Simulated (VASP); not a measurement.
A run of VASP 6.6.1 is set up as follows.

INCAR

```
PREC = Accurate
ENCUT = 600
EDIFF = 1E-7
ISMEAR = 0
SIGMA = 0.1
LREAL = F
LASPH = T
NELM = 100
ALGO = Fast
ISIF = 3
LWAVE = F
LCHARG = F
GGA = PE
IBRION = 2
NSW = 45
EDIFFG = -0.04
ISYM = 0
```

File KPOINTS:

```
Automatic mesh
0
Gamma
  4 4 4
```

POSCAR

```
W
1.0
    5.2573298851     -0.1138138272     -0.2184981557
   -0.1155029179      5.2554885907     -0.2158850904
   -0.1903510723     -0.1947290296      6.2877088193
W
10
Direct
    0.0495438076      0.6681029570      0.2849273693
    0.5681908466      0.5130534345      0.1465382558
    0.6464107983      0.2650447708      0.7370927377
    0.3458821030      0.9686332524      0.0113161397
    0.2173078659      0.5006910655      0.7851041273
    0.2954921244      0.2527485830      0.3756293437
    0.0621696566      0.0193185036      0.6466642592
    0.8015408096      0.7464448484      0.8755092760
    0.8141184975      0.0977050706      0.2372429675
    0.5178017845      0.7971436887      0.5108607956
```

Potentials or basis: VASP PAW PBE potentials, release 64 (W_sv).

Launch:

```bash
$ cat potpaw_PBE.64/W_sv/POTCAR > POTCAR
$ mpirun -np 1 vasp_std > vasp.out
```

**Question.** Predict the relaxed cell.

**Answer.** a = 5.288 Å, b = 5.288 Å, c = 6.262 Å, α = 94.46°, β = 94.47°, γ = 92.87°.

**Question.** Estimate the band gap on the k mesh.

**Answer.** Zero (bands 70 and 71 overlap by 0.35 eV).

The path:
```
step  energy change (eV)  largest force (eV/Å)  pressure (GPa)  volume (Å³)
   1              0.0000                0.1629            0.88       173.20
   2             -0.0013                0.1357           -2.63       175.59
   3             -0.0106                0.1141           -0.96       174.42
   4             -0.0147                0.1100            0.75       173.31
   5             -0.0174                0.1068            0.07       173.74
   6             -0.0196                0.0611            0.03       173.76
   7             -0.0206                0.0862           -0.05       173.80
   8             -0.0207                0.0719           -0.03       173.80
   9             -0.0209                0.0685            0.08       173.71
  10             -0.0211                0.0207            0.04       173.75
```

Caveat: spin-orbit coupling is left out, which moves the levels of the heavy elements.
